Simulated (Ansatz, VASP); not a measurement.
**IrO in VASP and in Ansatz**

```
Ir O
1.0
     2.81025    0.00000    0.00000
     0.00000    2.81025    0.00000
     0.00000    0.00000    2.81025
Ir O
1 1
Direct
  0.00000 0.00000 0.00000
  0.50000 0.50000 0.50000
```

Alike in both runs: task single point; functional PBE; k mesh 14 × 14 × 14; occupations gaussian, width 0.1 eV; collinear spin.

|  | VASP | Ansatz |
| --- | --- | --- |
| version | VASP 6.6.1 | Ansatz 0.2.0 |
| potentials or method | VASP PAW PBE potentials, release 64 (Ir, O), cutoff 520 eV | scalar-relativistic, plane waves, PAW |
| valence electrons in the cell | 15 | 23 |

```csv
,VASP,Ansatz,Ansatz less VASP
gap on the k mesh at the Fermi level (eV),none,none,-
pressure (GPa),0.1,0.0,-0.15
net moment per atom (μB),0.00,0.00,0.000
```

A gap of «none» marks a metal or a gap that the smearing closes. With one functional, cell and mesh, what is left measures potentials, basis and numerics. VASP's potentials hold 15 valence electrons a cell and Ansatz's 23, so a difference there can come from the potentials and not from the codes. Ansatz's warnings: seeded moment not kept.

Neither program's run includes spin-orbit coupling.
